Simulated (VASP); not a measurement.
Here is a VASP 6.6.1 calculation.

The input INCAR:

```
SYSTEM = Na3OsRu
PREC     = Accurate       ! precision mode
ENCUT    = 600            ! plane-wave cutoff, eV
EDIFF    = 1E-6           ! SCF threshold, eV
ISMEAR   = 0              ! smearing method
SIGMA    = 0.1            ! smearing width, eV
LREAL    = .False.        ! projectors in reciprocal space
LASPH    = .True.         ! aspherical terms in the spheres
NELM     = 100            ! most SCF steps
ALGO     = Normal         ! electronic algorithm
ISIF     = 3              ! what is computed and relaxed
LWAVE    = .False.        ! write WAVECAR
LCHARG   = .False.        ! write CHGCAR
GGA      = PE             ! functional
IBRION   = 2              ! ionic algorithm
NSW      = 90             ! ionic steps
EDIFFG   = -0.04          ! ionic threshold
```

The input KPOINTS:

```
regular mesh
0
Gamma
  6 6 4
  0 0 0
```

Contents of POSCAR:

```
Na3OsRu
1.0
    5.1527161600      0.0000000000      0.0000000000
   -2.5763580800      4.4623830900      0.0000000000
    0.0000000000      0.0000000000      4.1710848300
Na Ru Os
3 1 1
Direct
    0.5000000000      0.0000000000      0.5000000000
    0.0000000000      0.5000000000      0.5000000000
    0.5000000000      0.5000000000      0.5000000000
    0.0000000000      0.0000000000      0.0000000000
    0.0000000000      0.0000000000      0.5000000000
```

Potentials or basis: VASP PAW PBE potentials, release 64 (Na_pv, Ru_pv, Os).

The run is started by

```console
$ cat potpaw_PBE.64/Na_pv/POTCAR potpaw_PBE.64/Ru_pv/POTCAR potpaw_PBE.64/Os/POTCAR > POTCAR
$ mpirun -np 1 vasp_std > vasp.out
```

Question: Estimate the space group after relaxing (to 0.05 Å).

Answer: P6/mmm (No. 191).

Question: What does it give for the relaxed cell?

Answer: a = 6.147 Å, b = 6.147 Å, c = 4.544 Å, α = 90.00°, β = 90.00°, γ = 120.00°.

Question: Estimate the relaxed volume.

Answer: 29.74 Å³/atom.

Final structure:
```yaml
crystal:
  lattice:
    - [6.14657, 0.00000, 0.00000]
    - [-3.07328, 5.32309, 0.00000]
    - [0.00000, 0.00000, 4.54434]
  atoms:
    - { symbol: Na, position: [0.50000, 0.00000, 0.50000] }
    - { symbol: Na, position: [0.00000, 0.50000, 0.50000] }
    - { symbol: Na, position: [0.50000, 0.50000, 0.50000] }
    - { symbol: Ru, position: [0.00000, 0.00000, 0.00000] }
    - { symbol: Os, position: [0.00000, 0.00000, 0.50000] }
```

Caveat: the k points lie up to 0.35 Å⁻¹ apart in the final cell; the volume moved by over 15 % at a fixed basis, so the end points are rough.
